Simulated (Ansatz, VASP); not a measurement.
**One calculation of Ga3BAs4, two programs**

File POSCAR:

```
Ga3BAs4
1.0
    3.8360831369      0.0000000000      0.0000000000
    0.0000000000      7.7065298898      0.0000000000
    0.0000000000      0.0000000000      5.4778498202
B As Ga
1 4 3
Direct
    0.0000000000      0.0000000000     -0.0108992603
    0.5000000000      0.0000000000      0.1978219367
    0.0000000000      0.2237292169      0.7692049657
    0.5000000000      0.5000000000      0.2715057577
    0.0000000000      0.7762707831      0.7692049657
    0.5000000000      0.2319916349      0.4992217355
    0.0000000000      0.5000000000      0.0047181639
    0.5000000000      0.7680083651      0.4992217355
```

File INCAR.step1:

```
PREC = Accurate
ENCUT = 520
ISMEAR = 0
SIGMA = 0.01
LREAL = False
LASPH = True
NELM = 80
NBANDS = 41
GGA = PE
ALGO = Normal
EDIFF = 1E-4
LWAVE = True
LCHARG = False
```

INCAR.step2

```
PREC = Accurate
ENCUT = 520
EDIFF = 1E-6
ISMEAR = 0
SIGMA = 0.01
LREAL = False
LASPH = True
NELM = 80
ALGO = Normal
ISIF = 2
LWAVE = False
LCHARG = False
METAGGA = R2SCAN
LMIXTAU = True
NBANDS = 41
ISTART = 1
```

File KPOINTS:

```
Automatic mesh
0
Gamma
  6 4 6
```

Input for Ansatz:

```yaml
crystal:
  lattice:
    - [3.8360831369, 0.0, 0.0]
    - [0.0, 7.7065298898, 0.0]
    - [0.0, 0.0, 5.4778498202]
  atoms:
    - { symbol: B, position: [0.0, 0.0, -0.0108992603] }
    - { symbol: As, position: [0.5, 0.0, 0.1978219367] }
    - { symbol: Ga, position: [0.5, 0.2319916349, 0.4992217355] }
    - { symbol: As, position: [0.0, 0.2237292169, 0.7692049657] }
    - { symbol: Ga, position: [0.0, 0.5, 0.0047181639] }
    - { symbol: As, position: [0.5, 0.5, 0.2715057577] }
    - { symbol: Ga, position: [0.5, 0.7680083651, 0.4992217355] }
    - { symbol: As, position: [0.0, 0.7762707831, 0.7692049657] }
kpoints:
  mp_grid: { grid: [6, 4, 6] }
  band_path:
    path:
      - [0.0, 0.0, 0.0]
      - [0.5, 0.0, 0.0]
      - [0.5, 0.5, 0.0]
      - [0.0, 0.5, 0.0]
      - [0.0, 0.0, 0.5]
      - [0.5, 0.0, 0.5]
      - [0.5, 0.5, 0.5]
      - [0.0, 0.5, 0.5]
    npoints: 1
hamiltonian:
  xc: r2scan
scf:
  occupations: { method: fixed }
  n_extra_bands: 6
output:
  forces: true
  stress: true
  eigenvalues: true
  write_density: true
  write_potential: true
  elf: true
  volumetric_format: npy
```

Alike in both runs: task single point; functional r2SCAN; k mesh 6 × 4 × 6; no spin polarisation.

```csv
,VASP,Ansatz
version,VASP 6.6.1,Ansatz 0.2.0
potentials or method,"VASP PAW PBE potentials, release 64 (B, As, Ga_d)","plane waves, PAW"
plane-wave cutoff (eV),520,500
occupations,"gaussian, width 0.01 eV",fixed
valence electrons in the cell,62,102
```

```tsv
	VASP	Ansatz	Ansatz less VASP
gap on the k mesh at the Fermi level (eV)	0.75	0.76	+0.006
pressure (GPa)	0.1	0.0	-0.12
rms of the force components (eV/Å)	0.004	0.002	-0.0029
```

VASP's potentials were made for PBE, not for r2SCAN. VASP's potentials hold 62 valence electrons a cell and Ansatz's 102, so a difference there can come from the potentials and not from the codes.
